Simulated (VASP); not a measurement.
Au, 5 atoms in the cell. The cell holds a slab with vacuum, 5 atoms: a = 2.884 Å, b = 2.884 Å, c = 24.418 Å, α = 90.00°, β = 90.00°, γ = 60.00°. 

```yaml
Program: VASP 6.6.1
Task: single point
Functional: PBE
Potentials_or_basis: VASP PAW PBE potentials, release 64 (Au)
Cutoff: 400 eV
k_mesh: 16 × 16 × 1
Occupations: gaussian, width 0.1 eV
Spin: no spin polarisation
Dipole_correction: yes
Further_INCAR_settings: ALGO = Normal; EDIFF = 1e-06; NBANDS = 36; NELMDL = -8
```

Potentials or basis: VASP PAW PBE potentials, release 64 (Au).

Launch:

```sh
$ cat potpaw_PBE.64/Au/POTCAR > POTCAR
$ mpirun -np 1 vasp_std > vasp.out
```

Hardware: 1 thread of Intel(R) Xeon(R) 6975P-C (Granite Rapids), with other jobs on the host.

Q: How long does it take, and how much memory?

A: Wall time 85 s on 1 thread of Intel(R) Xeon(R) 6975P-C (Granite Rapids), with other jobs on the host, peak memory 0.28 GiB. Counts: scf iterations 22, k points 30.
